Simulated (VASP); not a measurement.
A run of VASP 6.6.1:

INCAR

```
ALGO = Normal
DIPOL = 0.5 0.5 0.500
EDIFF = 1E-6
EDIFFG = -0.01
ENCUT = 520
GGA = PE
IBRION = 2
IDIPOL = 3
ISIF = 2
ISMEAR = -1
KPAR = 4
LASPH = True
LCHARG = False
LDIPOL = True
LREAL = False
LWAVE = False
NELM = 60
NSW = 60
PREC = Accurate
SIGMA = 0.05
```

Contents of KPOINTS:

```
k-points
0
Gamma
  13 13 1
```

File POSCAR:

```
Ti
1.0
    2.9399472392      0.0000000000      0.0000000000
   -1.4699736196      2.5460689949      0.0000000000
    0.0000000000      0.0000000000     25.2957000000
Ti
5
Direct
    0.0000000000      0.0000000000      0.3162585134
    0.3333333340      0.6666666660      0.4081292569
    0.0000000000      0.0000000000      0.4999999997
    0.3333333340      0.6666666660      0.5918707431
    0.0000000000      0.0000000000      0.6837414866
```

Potentials or basis: VASP PAW PBE potentials, release 64 (Ti_sv).

Command:

```console
$ cat potpaw_PBE.64/Ti_sv/POTCAR > POTCAR
$ mpirun -np 4 vasp_std > vasp.out
```

Hardware: 4 MPI ranks on Oxide Virtual Turin-like Processor, on a shared host.

Question: How long does it take, and how much memory?

Answer: Run time: 12 min on 4 MPI ranks on Oxide Virtual Turin-like Processor, with other jobs on the host, peak memory 0.37 GiB a rank. Counts: scf iterations 97, k points 21, ion steps 8.
